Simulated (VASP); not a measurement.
A run of VASP 6.6.1 is set up as follows.

File POSCAR:

```
CdS
1.0
    0.0000000000      2.7267209016      2.7267209016
    2.7267209016      0.0000000000      2.7267209016
    2.7267209016      2.7267209016      0.0000000000
Cd S
1 1
Direct
    0.0000000000      0.0000000000      0.0000000000
    0.5000000000      0.5000000000      0.5000000000
```

File INCAR.step1:

```
SYSTEM = CdS
ALGO = Normal
EDIFF = 1E-4
ENCUT = 520
GGA = PE
ISMEAR = -1
LASPH = .True.
LCHARG = .False.
LREAL = .False.
LWAVE = .True.
NBANDS = 16
NELM = 80
PREC = Accurate
SIGMA = 0.05
```

Contents of INCAR.step2:

```
SYSTEM = CdS
ALGO = Normal
EDIFF = 1E-6
ENCUT = 520
ISIF = 2
ISMEAR = -1
ISTART = 1
LASPH = .True.
LCHARG = .True.
LELF = .True.
LMIXTAU = .True.
LREAL = .False.
LVHAR = .True.
LWAVE = .False.
METAGGA = R2SCAN
NBANDS = 16
NELM = 80
PREC = Accurate
SIGMA = 0.05
```

File KPOINTS:

```
k-points
0
Gamma
  14 14 14
  0 0 0
```

Potentials or basis: VASP PAW PBE potentials, release 64 (Cd, S).

Run with:

```console
$ cat potpaw_PBE.64/Cd/POTCAR potpaw_PBE.64/S/POTCAR > POTCAR
$ cp INCAR.step1 INCAR
$ mpirun -np 1 vasp_std > vasp.out
$ cp INCAR.step2 INCAR
$ mpirun -np 1 vasp_std > vasp.out
```

**Question.** Predict the pressure.

**Answer.** 0.5 GPa.

**Question.** What does it give for the band gap on the k mesh?

**Answer.** 0.73 eV, indirect (least direct gap 2.35 eV).

Caveat: the PAW data sets were made with another functional, which shifts forces and pressure a little. r2SCAN opens gaps a little over a GGA but as a rule still falls short of measured ones.
